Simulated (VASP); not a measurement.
Crystal: SrO.

```
Sr O
1.0
     4.27547    0.00000    0.00000
    -2.13773    3.70266    0.00000
     0.00000    0.00000    5.15559
Sr O
2 2
Direct
  0.33333 0.66667 0.93813
  0.66667 0.33333 0.43813
  0.33333 0.66667 0.43687
  0.66667 0.33333 0.93687
```

- Program: VASP 6.6.1
- Task: relaxation of cell and atoms
- Functional: PBEsol
- Potentials or basis: VASP PAW PBE potentials, release 64 (Sr_sv, O)
- Cutoff: 600 eV
- k mesh: 4 × 4 × 3, shifted
- Occupations: gaussian, width 0.01 eV
- Spin: no spin polarisation

At the start: pressure -1.6 GPa; volume 20.40 Å³/atom.

Where does the relaxation end?

Over 7 steps the energy falls by 2.2 meV/atom and the volume is 19.95 Å³/atom (-2.2 %); space group P6_3/mmc (No. 194, to 0.1 Å) before and after.

The path:
| step | energy change (eV) | largest force (eV/Å) | pressure (GPa) | volume (Å³) |
| --- | --- | --- | --- | --- |
| 1 | 0.0000 | 0.0123 | -1.58 | 81.62 |
| 2 | -0.0079 | 0.0123 | 0.58 | 79.27 |
| 3 | -0.0089 | 0.0124 | 0.00 | 79.86 |
| 4 | -0.0089 | 0.0124 | -0.02 | 79.89 |
| 5 | -0.0089 | 0.0100 | -0.03 | 79.89 |
| 6 | -0.0090 | 0.0024 | -0.03 | 79.88 |
| 7 | -0.0090 | 0.0001 | 0.04 | 79.81 |

Final structure:
```cif
data_structure
_symmetry_space_group_name_H-M 'P 1'
_symmetry_Int_Tables_number 1
_cell_length_a 4.2445
_cell_length_b 4.2445
_cell_length_c 5.1153
_cell_angle_alpha 90.000
_cell_angle_beta 90.000
_cell_angle_gamma 120.000
_cell_volume 79.81
loop_
_atom_site_label
_atom_site_type_symbol
_atom_site_fract_x
_atom_site_fract_y
_atom_site_fract_z
_atom_site_occupancy
Sr1 Sr 0.33333 0.66667 0.93750 1
Sr2 Sr 0.66667 0.33333 0.43750 1
O1 O 0.33333 0.66667 0.43750 1
O2 O 0.66667 0.33333 0.93750 1
```

Caveat: the PAW data sets were made with another functional, which shifts forces and pressure a little.
